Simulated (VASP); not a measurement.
Set up this calculation in VASP 6.6.1, as the native input.

| Property | Result |
| --- | --- |
| Task | single point |
| Functional | PBEsol |
| Potentials or basis | VASP PAW PBE potentials, release 64 (K_sv, Mg, F) |
| Cutoff | 520 eV |
| k mesh | 6 × 6 × 6 |
| Occupations | gaussian, width 0.05 eV |
| Spin | no spin polarisation |
| Dipole correction | no |
| Further INCAR settings | ALGO = Normal; EDIFF = 1e-07; NBANDS = 24 |

The structure of KMgF3 lies in POSCAR:

```
KMgF3
1.0
    3.9859000000      0.0000000000      0.0000000000
    0.0000000000      3.9859000000      0.0000000000
    0.0000000000      0.0000000000      3.9859000000
K Mg F
1 1 3
Direct
    0.5000000000      0.5000000000      0.5000000000
    0.0000000000      0.0000000000      0.0000000000
    0.5000000000     -0.0110876273     -0.0110876273
    0.0000000000      0.4889123727     -0.0110876273
    0.0000000000     -0.0110876273      0.4889123727
```

This cell differs from its parent crystal: all F atoms moved +0.062 Å, as atom 3 towards its neighbour atom 1 (K) at 2.818 Å.

The input as run:

INCAR

```
SYSTEM = KMgF3
PREC = Accurate
ENCUT = 520
EDIFF = 1E-7
ISMEAR = 0
SIGMA = 0.05
LREAL = .FALSE.
LASPH = .TRUE.
NELM = 60
ALGO = Normal
ISIF = 2
LWAVE = .FALSE.
LCHARG = .TRUE.
GGA = PS
LELF = .TRUE.
LVHAR = .TRUE.
NBANDS = 24
```

KPOINTS

```
Automatic mesh
0
G
  6 6 6
  0 0 0
```

Potentials or basis: VASP PAW PBE potentials, release 64 (K_sv, Mg, F).

Launch:

```sh
$ cat potpaw_PBE.64/K_sv/POTCAR potpaw_PBE.64/Mg/POTCAR potpaw_PBE.64/F/POTCAR > POTCAR
$ mpirun -np 1 vasp_std > vasp.out
```

It gave:

| Item | Value |
| --- | --- |
| Pressure | 0.1 GPa |
| Largest force | 0.510 eV/Å |
| Band gap on the k mesh | 7.12 eV (least direct gap 7.45 eV) |

Caveat: the cell differs from its parent crystal (all F atoms moved +0.062 Å, as atom 3 towards its neighbour atom 1 (K) at 2.818 Å); the PAW data sets were made with another functional, which shifts forces and pressure a little.

It took 56 s on 1 thread of Intel(R) Xeon(R) Platinum 8488C (Sapphire Rapids), on a shared host, peak memory 0.21 GiB.
